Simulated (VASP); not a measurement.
Input of a VASP 6.6.1 run:

File INCAR:

```
PREC = Accurate
ENCUT = 520
EDIFF = 1E-7
ISMEAR = 0
SIGMA = 0.1
LREAL = False
LASPH = True
NELM = 100
ALGO = Fast
ISIF = 2
LWAVE = False
LCHARG = False
GGA = PS
NBANDS = 19
```

KPOINTS

```
Automatic mesh
0
Gamma
  14 14 14
```

POSCAR

```
Cd
1.0
   -2.8584392528      2.8584392528      1.4429259457
    2.8584392528     -2.8584392528      1.4429259457
    2.8584392528      2.8584392528     -1.4429259457
Cd
2
Direct
    0.7500000000      0.2500000000      0.5000000000
    0.0000000000      0.0000000000      0.0000000000
```

Potentials or basis: VASP PAW PBE potentials, release 64 (Cd).

Run with:

```console
$ cat potpaw_PBE.64/Cd/POTCAR > POTCAR
$ mpirun -np 1 vasp_std > vasp.out
```

Predict the pressure.

0.3 GPa.

What does it give for the band gap on the k mesh?

Zero (bands 12 and 13 overlap by 5.73 eV).

Stress tensor (GPa, compression positive):
```
0.27 0.00 0.00
0.00 0.27 0.00
0.00 0.00 0.36
```

Caveat: the PAW data sets were made with another functional, which shifts forces and pressure a little.
